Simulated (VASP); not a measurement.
A run of VASP 6.6.1 is set up as follows.

File INCAR:

```
SYSTEM = Al6N
PREC = Accurate
ENCUT = 520
EDIFF = 1E-6
ISMEAR = 0
SIGMA = 0.1
LREAL = .FALSE.
LASPH = .TRUE.
NELM = 80
ALGO = Normal
ISIF = 2
LWAVE = .FALSE.
LCHARG = .FALSE.
LDIPOL = .TRUE.
IDIPOL = 3
DIPOL = 0.5 0.5 0.299
GGA = PE
NBANDS = 36
```

KPOINTS

```
regular mesh
0
G
  5 5 1
  0 0 0
```

POSCAR

```
Al6N
1.0
    5.7143028096      0.0000000000      0.0000000000
    0.0000000000      5.7143028096      0.0000000000
    0.0000000000      0.0000000000     22.1750227687
Al N
12 2
Direct
    0.2500000000      0.2500000000      0.1803831293
    0.2500000000      0.7500000000      0.1803831293
    0.7500000000      0.2500000000      0.1803831293
    0.7500000000      0.7500000000      0.1803831293
    0.0000000000      0.0000000000      0.2744094920
    0.0000000000      0.5000000000      0.2744094920
    0.5000000000      0.0000000000      0.2744094920
    0.5000000000      0.5000000000      0.2744094920
    0.2500000000      0.2500000000      0.3686590473
    0.2500000000      0.7500000000      0.3686590473
    0.7500000000      0.2500000000      0.3686590473
    0.7500000000      0.7500000000      0.3686590473
    0.4037502879      0.5000000000      0.4480276242
    0.5962497121      0.5000000000      0.4480276242
```

Potentials or basis: VASP PAW PBE potentials, release 64 (Al, N).

Run with:

```bash
$ cat potpaw_PBE.64/Al/POTCAR potpaw_PBE.64/N/POTCAR > POTCAR
$ mpirun -np 1 vasp_std > vasp.out
```

Q: Estimate the band gap on the k mesh.

A: Zero (bands 23 and 24 overlap by 0.55 eV).

Q: What does it give for the largest force?

A: 8.907 eV/Å.

Forces in eV/Å, atoms in the order of the input:
```
Al  -0.061 -0.063  0.006
Al  -0.061  0.063  0.006
Al   0.061 -0.063  0.006
Al   0.061  0.063  0.006
Al   0.000  0.000  0.001
Al   0.000  0.000 -0.055
Al   0.000  0.000 -0.096
Al   0.000  0.000  0.254
Al  -0.515 -0.546 -0.365
Al  -0.515  0.546 -0.365
Al   0.515 -0.546 -0.365
Al   0.515  0.546 -0.365
N   -8.882  0.000  0.666
N    8.882  0.000  0.666
```

Caveat: the standard files for N, O and F lose accuracy on very short bonds.
